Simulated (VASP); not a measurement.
# BP (F-43m) in VASP: further runs, part 2 of 2

VASP 6.6.1.

## 3. Single point, LDA

Input file INCAR:

```
SYSTEM = BP
PREC = Accurate
ENCUT = 520
EDIFF = 1E-7
ISMEAR = 0
SIGMA = 0.01
LREAL = .False.
LASPH = .True.
NELM = 80
ALGO = Normal
ISIF = 2
LWAVE = .False.
LCHARG = .False.
NBANDS = 11
```

Input file KPOINTS:

```
regular mesh
0
Gamma
  8 8 8
  0 0 0
```

Input file POSCAR:

```
BP
1.0
    2.2176630265      2.2176630265      0.0000000000
   -2.2176630265      2.2176630265      0.0000000000
    0.0000000000      2.2176630265      2.2176630265
B P
1 1
Direct
    0.0000000000      0.0000000000      0.0000000000
    0.7500000000      0.2500000000      0.5000000000
```

Potentials or basis: VASP PAW LDA potentials, release 64 (B, P).

Run with:

```
cat potpaw_LDA.64/B/POTCAR potpaw_LDA.64/P/POTCAR > POTCAR
mpirun -np 1 vasp_std > vasp.out
```

OUTCAR:

```text
SYSTEM = BP
   PREC = Accurate
   ENCUT = 520
   EDIFF = 1E-7
   ISMEAR = 0
   LREAL = .False.
   LASPH = .True.
   NELM = 80
   ISIF = 2

 ion  position               nearest neighbor table
   1  0.000  0.000  0.000-   2 1.92   2 1.92   2 1.92   2 1.92
   2  0.750  0.250  0.500-   1 1.92   1 1.92   1 1.92   1 1.92

  LATTYP: Found a face centered cubic cell.
 ALAT       =     4.4353260530

  Lattice vectors:

 A1 = (   0.0000000000,   2.2176630265,   2.2176630265)
 A2 = (   2.2176630265,   0.0000000000,   2.2176630265)
 A3 = (   2.2176630265,   2.2176630265,   0.0000000000)

Analysis of symmetry for initial positions (statically):
=====================================================================
 Subroutine PRICEL returns:
 Original cell was already a primitive cell.

 Routine SETGRP: Setting up the symmetry group for a
 face centered cubic supercell.

 Subroutine GETGRP returns: Found 24 space group operations
 (whereof 24 operations were pure point group operations)
 out of a pool of 48 trial point group operations.

The static configuration has the point symmetry T_d .

Analysis of symmetry for dynamics (positions and initial velocities):
=====================================================================
 Subroutine PRICEL returns:
 Original cell was already a primitive cell.

 Routine SETGRP: Setting up the symmetry group for a
 face centered cubic supercell.

 Subroutine GETGRP returns: Found 24 space group operations
 (whereof 24 operations were pure point group operations)
 out of a pool of 48 trial point group operations.

The dynamic configuration has the point symmetry T_d .

 Subroutine INISYM returns: Found 24 space group operations
 (whereof 24 operations are pure point group operations),
 and found     1 'primitive' translations

----------------------------------------------------------------------------------------

                                     Primitive cell

[... 112 lines left out ...]
  Fermi-wavevector in a.u.,A,eV,Ry     =   1.171834  2.214444 18.683438  1.373194
  Thomas-Fermi vector in A             =   2.308271
   LORBIT       =      0    0 simple, 1 ext, 2 COOP (PROOUT), +10 PAW based schemes
   GGA     = CA    functional components
   LHFCALC =     F    Hartree Fock is set to
   AEXX    =    0.0000 exact exchange contribution
   IVDW    =     0    specifies the selected vdW correction
   LEPSILON=     F    determine dielectric tensor
   LRPA    =     F    only Hartree local field effects (RPA)
 non-spin polarized calculation
 Gauss-broadening in eV      SIGMA  =   0.01
  energy-cutoff  :      520.00
  volume of cell :       21.81
 maximum number of plane-waves:       609
   NGX = 11   NGY = 11   NGZ = 11

 number of electron       8.0000000 magnetization

 Free energy of the ion-electron system (eV)
  ---------------------------------------------------
  ext. energy  EPLUGINS =         0.00000000
  ---------------------------------------------------
  free energy    TOTEN  =       -14.38010144 eV

  energy without entropy =      -14.38010144  energy(sigma->0) =      -14.38010144

 E-fermi :   8.3579     XC(G=0): -11.3733

 val. band max:        8.2446869361   @ k =   0.0000   0.0000   0.0000
 cond. band min:       9.3906420801   @ k =  -0.3750   0.3750   0.0000
 fundamental gap:      1.1459551441
 Fermi energy:         8.3579206920

 k-point     1 :       0.0000    0.0000    0.0000
  band No.  band energies     occupation
      1      -7.7629      2.00000
      2       8.2447      2.00000
      3       8.2447      2.00000
      4       8.2447      2.00000
      5      11.7386      0.00000
      6      11.7386      0.00000
      7      11.7386      0.00000
      8      16.6821      0.00000
      9      20.0027      0.00000
     10      20.6329      0.00000
     11      20.6329      0.00000
[... 309 lines left out ...]
 k-point    24 :       0.5000    0.2500    0.1250
  band No.  band energies     occupation
      1      -3.4656      2.00000
      2      -0.6016      2.00000
      3       3.5343      2.00000
      4       4.9280      2.00000
      5      12.3683      0.00000
      6      13.6639      0.00000
      7      16.9498      0.00000
      8      18.3665      0.00000
      9      18.9478      0.00000
     10      23.0628      0.00000
     11      25.4862      0.00000

 [... further k-points ...]
[... 5 lines left out ...]
  --------------------------------------------------------------------------------------
  -------------------------------------------------------------------------------------
  Total        0.9339745      0.9339745      0.9339745      0.0000000      0.0000000     -0.0000000
  in kB       68.6007592     68.6007592     68.6007592      0.0000000      0.0000000     -0.0000000
  external PRESSURE =      68.6007592 kB  Pullay stress =       0.0000000 kB

 VOLUME and BASIS-vectors are now :
 -----------------------------------------------------------------------------
  energy-cutoff  :      520.00
  volume of cell :       21.81
      direct lattice vectors                 reciprocal lattice vectors
     2.217663026  2.217663026  0.000000000     0.225462568  0.225462568 -0.225462568
    -2.217663026  2.217663026  0.000000000    -0.225462568  0.225462568 -0.225462568
     0.000000000  2.217663026  2.217663026     0.000000000  0.000000000  0.450925135

 POSITION                                       TOTAL-FORCE (eV/Angst)
 -----------------------------------------------------------------------------------
      0.00000      0.00000      0.00000         0.000000      0.000000      0.000000
      1.10883      3.32649      1.10883        -0.000000     -0.000000      0.000000
 -----------------------------------------------------------------------------------
    total drift:                                0.000000      0.000000     -0.000000

  FREE ENERGIE OF THE ION-ELECTRON SYSTEM (eV)
  ---------------------------------------------------
  free  energy   TOTEN  =       -14.3801014422 eV

  energy  without entropy=      -14.3801014422  energy(sigma->0) =      -14.38010144
```

OSZICAR:

```text
N       E                     dE             d eps       ncg     rms          rms(c)
DAV:   1     0.855269970409E+01    0.85527E+01   -0.40045E+03   638   0.659E+02
DAV:   2    -0.147045458521E+02   -0.23257E+02   -0.21967E+02   817   0.112E+02
DAV:   3    -0.153722862455E+02   -0.66774E+00   -0.66642E+00   821   0.173E+01
DAV:   4    -0.153747340374E+02   -0.24478E-02   -0.24476E-02   721   0.121E+00
DAV:   5    -0.153747460468E+02   -0.12009E-04   -0.12010E-04   800   0.858E-02    0.811E+00
DAV:   6    -0.145302790604E+02    0.84447E+00   -0.18291E+00   713   0.602E+00    0.425E+00
DAV:   7    -0.143933312550E+02    0.13695E+00   -0.32844E-01   794   0.287E+00    0.136E+00
DAV:   8    -0.143800580773E+02    0.13273E-01   -0.34002E-02   736   0.102E+00    0.245E-01
DAV:   9    -0.143801057308E+02   -0.47654E-04   -0.80697E-04   731   0.202E-01    0.179E-01
DAV:  10    -0.143800997271E+02    0.60038E-05   -0.12128E-04   686   0.632E-02    0.361E-02
DAV:  11    -0.143801019232E+02   -0.21962E-05   -0.11017E-05   780   0.159E-02    0.473E-02
DAV:  12    -0.143801014365E+02    0.48671E-06   -0.28917E-06   731   0.734E-03    0.190E-02
DAV:  13    -0.143801014422E+02   -0.56699E-08   -0.77063E-08   396   0.187E-03
   1 F= -.14380101E+02 E0= -.14380101E+02  d E =-.683033E-60
```

Wall time 3.8 s (1 thread of Intel Xeon Platinum 8259CL at 2.50GHz (Skylake/Cascade Lake), shared host); peak memory 0.12 GiB.

Results:

```yaml
Free_energy: -14.3801 eV
Pressure: 6.9 GPa
Band_gap_on_the_k_mesh: 1.15 eV, indirect (least direct gap 3.49 eV)
```

Levels at points of the mesh, in eV from the valence-band top:
| k point | band 1 | band 2 | band 3 | band 4 | band 5 | band 6 | band 7 | band 8 | band 9 |
| --- | --- | --- | --- | --- | --- | --- | --- | --- | --- |
| (0.00, 0.00, 0.00) | -16.01 | 0.00 | 0.00 | 0.00 | 3.49 | 3.49 | 3.49 | 8.44 | 11.76 |
| (0.50, 0.00, 0.00) | -12.41 | -9.51 | -1.83 | -1.83 | 4.21 | 4.73 | 4.73 | 10.17 | 15.03 |
| (0.50, 0.50, 0.00) | -10.81 | -8.84 | -4.35 | -4.35 | 1.17 | 1.50 | 12.65 | 12.65 | 15.83 |

A k mesh can miss the band edges. As with any semilocal functional, this LDA gap is likely too small.

## 4. Single point, LDA

This run uses another cell than the first one, of 10.75 Å³/atom, 0.986 times its volume.

Input file INCAR:

```
  PREC = Accurate
  ENCUT = 520
  EDIFF = 1E-6
  ISMEAR = 0
  SIGMA = 0.01
  LREAL = False
  LASPH = True
  NELM = 80
  ALGO = Normal
  ISIF = 2
  LWAVE = False
  LCHARG = False
  NBANDS = 11
```

Input file KPOINTS:

```
regular mesh
0
Gamma
  8 8 8
```

Input file POSCAR:

```
BP
1.0
    2.2069685688      2.2069685688      0.0000000000
   -2.2069685688      2.2069685688      0.0000000000
    0.0000000000      2.2069685688      2.2069685688
B P
1 1
Direct
    0.0000000000      0.0000000000      0.0000000000
    0.7500000000      0.2500000000      0.5000000000
```

Run with:

```
cat potpaw_LDA.64/B/POTCAR potpaw_LDA.64/P/POTCAR > POTCAR
mpirun -np 1 vasp_std > vasp.out
```

It took 3.5 s on 1 thread of Intel Xeon Platinum 8259CL at 2.50GHz (Skylake/Cascade Lake), shared host; peak memory 0.12 GiB.

The run converged. Its results:

| Quantity | Value |
| --- | --- |
| Free energy | -14.3636 eV |
| Pressure | 9.8 GPa |
| Band gap on the k mesh | 1.13 eV, indirect (least direct gap 3.52 eV) |

Levels at points of the mesh, in eV from the valence-band top:
```tsv
k point	band 2	band 3	band 4	band 5	band 6	band 7
(0.00, 0.00, 0.00)	0.00	0.00	0.00	3.52	3.52	3.52
(0.50, 0.00, 0.00)	-9.62	-1.84	-1.84	4.30	4.74	4.74
(0.50, 0.50, 0.00)	-8.92	-4.40	-4.40	1.14	1.49	12.79
```
